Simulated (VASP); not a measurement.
Set up this calculation in VASP 6.6.1, as the native input.

| Item | Value |
| --- | --- |
| Task | single point |
| Functional | PBE |
| Potentials or basis | VASP PAW PBE potentials, release 64 (Ir) |
| Cutoff | 500 eV |
| k mesh | 9 × 9 × 6 |
| Occupations | gaussian, width 0.1 eV |
| Spin | no spin polarisation |
| Dipole correction | no |
| Further INCAR settings | ALGO = Normal; EDIFF = 1e-06; NBANDS = 16 |

The structure of Ir lies in POSCAR:

```
Ir
1.0
    2.7475142663      0.0000000000      0.0000000000
   -1.3737571331      2.3794171519      0.0000000000
    0.0000000000      0.0000000000      4.4540811389
Ir
2
Direct
    0.6666666667      0.3333333333      0.2500000000
    0.3333333333      0.6666666667      0.7500000000
```

This isn't the form of Ir at room conditions, which is fcc.

One way to write it, as run:

INCAR

```
PREC = Accurate ; ENCUT = 500
EDIFF = 1E-6 ; ISMEAR = 0
SIGMA = 0.1 ; LREAL = False
LASPH = True ; NELM = 120
ALGO = Normal ; ISIF = 2
LWAVE = False ; LCHARG = False
GGA = PE ; NBANDS = 16
GGA_COMPAT = False
```

KPOINTS

```
Automatic mesh
0
Gamma
  9 9 6
```

Potentials or basis: VASP PAW PBE potentials, release 64 (Ir).

Run with:

```console
$ cat potpaw_PBE.64/Ir/POTCAR > POTCAR
$ mpirun -np 1 vasp_std > vasp.out
```

Results of the run:

```yaml
Pressure: 0.2 GPa
Band_gap_on_the_k_mesh: zero (bands 9 and 10 overlap by 2.95 eV)
```

Caveat: spin-orbit coupling is left out, which moves the levels of the heavy elements.

Run time: 7.1 s on 1 thread of Intel(R) Xeon(R) 6975P-C (Granite Rapids), on a shared host, peak memory 0.14 GiB.
